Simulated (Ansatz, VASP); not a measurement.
TiAl: VASP beside Ansatz

```
Ti Al
1.0
     2.83865    0.00000    0.00000
    -1.41932    2.45834    0.00000
     0.00000    0.00000    4.21037
Ti Al
1 1
Direct
  0.00000 0.00000 0.00000
  0.33333 0.66667 0.50000
```

Alike in both runs: task single point; functional PBE; k mesh 18 × 18 × 10; occupations gaussian, width 0.1 eV; no spin polarisation.

```csv
,VASP,Ansatz
version,VASP 6.6.1,Ansatz 0.2.0
potentials or method,"VASP PAW PBE potentials, release 64 (Ti_sv, Al), cutoff 520 eV","scalar-relativistic, plane waves, PAW"
valence electrons in the cell,15,15
```

```tsv
	VASP	Ansatz	Ansatz less VASP
gap on the k mesh at the Fermi level (eV)	none	none	-
pressure (GPa)	19.7	19.8	+0.12
traceless stress, the component that is largest in VASP (GPa)	11.16	11.13	-0.032
```

A gap of «none» marks a metal or a gap that the smearing closes.
